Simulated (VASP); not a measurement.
A run of VASP 6.6.1 is set up as follows.

The input INCAR:

```
SYSTEM = Rh
  ALGO = Normal
  EDIFF = 1E-6
  ENCUT = 520
  GGA = CA
  ISIF = 2
  ISMEAR = -1
  LASPH = .TRUE.
  LCHARG = .TRUE.
  LELF = .TRUE.
  LREAL = .FALSE.
  LVHAR = .TRUE.
  LWAVE = .FALSE.
  NBANDS = 38
  NELM = 80
  PREC = Accurate
  SIGMA = 0.1
```

Contents of KPOINTS:

```
k-points
0
G
  10 10 3
  0 0 0
```

POSCAR

```
Rh
1.0
    2.6917400000      0.0000000000      0.0000000000
   -1.3458700000      2.3311200000      0.0000000000
    0.0000000000      0.0000000000      8.7980700000
Rh
4
Direct
    0.0000000000      0.0000000000      0.0000000000
    0.3333333333      0.6666666667      0.2500000000
    0.0000000000      0.0000000000      0.5000000000
    0.6666666667      0.3333333333      0.7500000000
```

Potentials or basis: VASP PAW LDA potentials, release 64 (Rh_pv).

Command:

```bash
$ cat potpaw_LDA.64/Rh_pv/POTCAR > POTCAR
$ mpirun -np 1 vasp_std > vasp.out
```

(1) What does it give for the pressure?

(2) Estimate the band gap on the k mesh.

Answers

(1) -10.7 GPa.

(2) zero (band 30 reaches 12.49 eV, above the bottom of band 31 at 10.64 eV).
